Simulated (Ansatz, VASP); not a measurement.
# One calculation of H, two programs

```
H
1.0
     3.58223   -0.01240    0.00000
    -1.80186    3.34429    0.00000
     0.00000    0.00000    4.81769
H
4
Direct
  0.32960 0.66550 0.17436
  0.67040 0.33450 0.67436
  0.66340 0.32235 0.82564
  0.33660 0.67765 0.32564
```

Alike in both runs: task single point; functional PBE; k mesh 9 × 9 × 6; occupations gaussian, width 0.02 eV; no spin polarisation.

|  | VASP | Ansatz |
| --- | --- | --- |
| version | VASP 6.6.1 | Ansatz 0.2.0 |
| potentials or method | VASP PAW PBE potentials, release 64 (H), cutoff 520 eV | scalar-relativistic, plane waves, PAW |
| valence electrons in the cell | 4 | 4 |

Ansatz gave:

```
gap on the k mesh at the Fermi level (eV)                     : 9.49
least direct gap on the mesh (eV)                             : 9.49
pressure (GPa)                                                : 1.1
traceless stress, the component that is largest in VASP (GPa) : 2.08
rms of the force components (eV/Å)                            : 0.436
```

**Question.** Estimate VASP's values.

**Answer.** gap on the k mesh at the Fermi level (eV): 9.49; least direct gap on the mesh (eV): 9.49; pressure (GPa): 1.0; traceless stress, the component that is largest in VASP (GPa): 2.01; rms of the force components (eV/Å): 0.428.

Atom by atom the forces differ by 0.008 eV/Å (rms over components).
